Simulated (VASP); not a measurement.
CoW3, 4 atoms in the cell. Symmetry: Pm-3m, No. 221, cubic system. Conventional cell: a = 4.058 Å, b = 4.058 Å, c = 4.058 Å, α = 90.00°, β = 90.00°, γ = 90.00°. Within 3.8 Å of Co (site symmetry m-3m) lie 12 W at 2.87 Å. W (site symmetry 4/mmm) has 4 Co at 2.87 Å and 8 W at 2.87 Å within 3.8 Å. 

```yaml
Program: VASP 6.6.1
Task: single point
Functional: PBE
Potentials_or_basis: VASP PAW PBE potentials, release 64 (Co, W_sv)
Cutoff: 520 eV
k_mesh: 6 × 6 × 6
Occupations: fermi-dirac, width 0.1 eV
Spin: collinear spin, ferromagnetic start
Starting_moments: "[2.5, 0.0, 0.0, 0.0] μB"
Dipole_correction: no
Further_INCAR_settings: ALGO = Normal; EDIFF = 1e-06; NBANDS = 38
```

Potentials or basis: VASP PAW PBE potentials, release 64 (Co, W_sv).

Launch:

```console
$ cat potpaw_PBE.64/Co/POTCAR potpaw_PBE.64/W_sv/POTCAR > POTCAR
$ mpirun -np 1 vasp_std > vasp.out
```

Hardware: 1 thread of Intel(R) Xeon(R) 6975P-C (Granite Rapids), with other jobs on the host.

Question: Estimate the wall time of this run.

Answer: Wall time 63 s on 1 thread of Intel(R) Xeon(R) 6975P-C (Granite Rapids), with other jobs on the host, peak memory 0.23 GiB. Counts: scf iterations 23, k points 20.
